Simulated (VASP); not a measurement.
Write the native input for VASP 6.6.1 that does the following.

```yaml
Task: single point
Functional: r2SCAN
Potentials_or_basis: VASP PAW PBE potentials, release 64 (Mg, S)
Cutoff: 520 eV
k_mesh: 2 × 2 × 2
Occupations: fermi-dirac, width 0.086 eV
Spin: no spin polarisation
Dipole_correction: no
Further_INCAR_settings: LREAL = Auto; ALGO = Normal; EDIFF = 1e-06; NBANDS = 46
```

The system is MgS.

```
Mg S
1.0
     6.52563    0.00000    0.00000
     0.00000    6.52563    0.00000
     0.00000    0.00000    6.52563
Mg S
8 8
Direct
  0.99894 0.00008 0.95611
  0.00474 0.00901 0.47685
  0.98231 0.49106 0.01334
  0.00668 0.50388 0.49862
  0.49410 0.99581 0.01524
  0.49553 0.00432 0.49113
  0.51381 0.50249 0.04907
  0.50025 0.49838 0.53948
  0.25182 0.24026 0.25472
  0.24123 0.25902 0.74700
  0.24808 0.76765 0.22177
  0.27290 0.72914 0.74361
  0.74218 0.24808 0.22693
  0.73871 0.25731 0.74522
  0.73026 0.72693 0.27249
  0.77756 0.76779 0.75807
```

One way to write it, as run:

POSCAR

```
MgS
1.0
    6.5256348140      0.0000000000      0.0000000000
    0.0000000000      6.5256348140      0.0000000000
    0.0000000000      0.0000000000      6.5256348140
Mg S
8 8
Direct
   -0.0010589008      0.0000827506     -0.0438913620
    0.0047449790      0.0090083190      0.4768477073
   -0.0176883940      0.4910627228      0.0133367868
    0.0066785840      0.5038838510      0.4986164707
    0.4941048790     -0.0041877918      0.0152446471
    0.4955309471      0.0043186603      0.4911281571
    0.5138131531      0.5024914960      0.0490743060
    0.5002538593      0.4983758811      0.5394788554
    0.2518176464      0.2402647474      0.2547171344
    0.2412280253      0.2590229224      0.7469950647
    0.2480832970      0.7676454694      0.2217690755
    0.2729038708      0.7291370320      0.7436081145
    0.7421844982      0.2480839100      0.2269343968
    0.7387071354      0.2573060013      0.7452237428
    0.7302598346      0.7269298904      0.2724868998
    0.7775606733      0.7677922751      0.7580657118
```

INCAR.step1

```
PREC     = Accurate       # precision mode
ENCUT    = 520            # plane-wave cutoff, eV
ISMEAR   = -1             # smearing method
SIGMA    = 0.086          # smearing width, eV
LREAL    = Auto         
LASPH    = True           # aspherical terms in the spheres
NELM     = 60             # most SCF steps
NBANDS   = 46             # bands
GGA      = PE             # functional
ALGO     = Normal         # electronic algorithm
EDIFF    = 1E-4           # SCF threshold, eV
LWAVE    = True           # write WAVECAR
LCHARG   = False          # write CHGCAR
```

INCAR.step2

```
PREC     = Accurate       # precision mode
ENCUT    = 520            # plane-wave cutoff, eV
EDIFF    = 1E-6           # SCF threshold, eV
ISMEAR   = -1             # smearing method
SIGMA    = 0.086          # smearing width, eV
LREAL    = Auto         
LASPH    = True           # aspherical terms in the spheres
NELM     = 60             # most SCF steps
ALGO     = Normal         # electronic algorithm
ISIF     = 2              # what is computed and relaxed
LWAVE    = False          # write WAVECAR
LCHARG   = False          # write CHGCAR
METAGGA  = R2SCAN         # meta-GGA
LMIXTAU  = True         
NBANDS   = 46             # bands
ISTART   = 1
```

KPOINTS

```
Automatic mesh
0
Gamma
  2 2 2
```

Potentials or basis: VASP PAW PBE potentials, release 64 (Mg, S).

The run is started by

```bash
$ cat potpaw_PBE.64/Mg/POTCAR potpaw_PBE.64/S/POTCAR > POTCAR
$ cp INCAR.step1 INCAR
$ mpirun -np 1 vasp_std > vasp.out
$ cp INCAR.step2 INCAR
$ mpirun -np 1 vasp_std > vasp.out
```

Results of the run:

```json
{
 "Pressure": "0.8 GPa",
 "Largest force": "1.738 eV/Å",
 "Band gap on the k mesh": "0.64 eV, direct"
}
```

Caveat: the k points lie up to 0.48 Å⁻¹ apart; the PAW data sets were made with another functional, which shifts forces and pressure a little.

Run time: 6.9 min on 1 thread of Intel(R) Xeon(R) Platinum 8259CL CPU @ 2.50GHz (Skylake/Cascade Lake), on a shared host, peak memory 0.39 GiB.
